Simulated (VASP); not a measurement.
## TaOF: relaxation of cell and atoms with PBE

Crystal: TaOF.

```
Ta O F
1.0
     2.98631    0.00000    0.00000
     0.00000    2.98631    0.00000
     0.00000    0.00000    4.18559
Ta O F
1 1 1
Direct
  0.00000 0.00000 0.00000
  0.50000 0.50000 0.00000
  0.00000 0.00000 0.50000
```

The cell was generated, and may not be a known phase.

```yaml
Program: VASP 6.6.1
Task: relaxation of cell and atoms
Functional: PBE
Potentials_or_basis: VASP PAW PBE potentials, release 64 (Ta_pv, O, F)
Cutoff: 600 eV
k_mesh: 16 × 16 × 12
Occupations: gaussian, width 0.1 eV
Spin: no spin polarisation
Dipole_correction: no
Further_INCAR_settings: ALGO = Fast; EDIFF = 1e-07; IBRION = 2; EDIFFG = -0.01; NSW = 100; ISIF = 3
```

- Relaxed volume: 12.43 Å³/atom
- Relaxed cell: a = 2.985 Å, b = 2.985 Å, c = 4.186 Å, α = 90.00°, β = 90.00°, γ = 90.00°
- Space group after relaxing (to 0.1 Å): P4/mmm (No. 123)
- Energy gained by relaxing: 0.0 meV/atom
- Ionic steps: 3
- Pressure after relaxing: 0.0 GPa
- Band gap on the k mesh: zero (bands 12 and 13 overlap by 3.59 eV)

Final structure:
```yaml
crystal:
  lattice:
    - [2.98468, 0.00000, 0.00000]
    - [0.00000, 2.98468, 0.00000]
    - [0.00000, 0.00000, 4.18610]
  atoms:
    - { symbol: Ta, position: [0.00000, 0.00000, 0.00000] }
    - { symbol: O, position: [0.50000, 0.50000, 0.00000] }
    - { symbol: F, position: [0.00000, 0.00000, 0.50000] }
```

Levels at points of the mesh, in eV from the Fermi level:
```csv
k point,band 10,band 11,band 12,band 13,band 14,band 15
"(0.00, 0.00, 0.00)",-6.30,-6.20,-4.48,0.30,0.59,0.59
"(0.50, 0.00, 0.00)",-7.55,-6.89,0.65,1.07,1.14,2.37
"(0.50, 0.50, 0.00)",-6.86,-6.01,-2.18,-2.18,2.31,3.20
"(0.00, 0.00, 0.50)",-6.41,-6.41,-4.43,1.28,1.42,1.50
"(0.50, 0.00, 0.50)",-7.17,-6.01,1.41,1.45,1.92,5.54
"(0.50, 0.50, 0.50)",-7.26,-6.19,-0.73,-0.73,3.31,3.91
```

Run time: 6 min on 1 thread of Oxide Virtual Turin-like Processor, on a shared host, peak memory 0.34 GiB.

Caveat: spin-orbit coupling is left out, which moves the levels of the heavy elements.
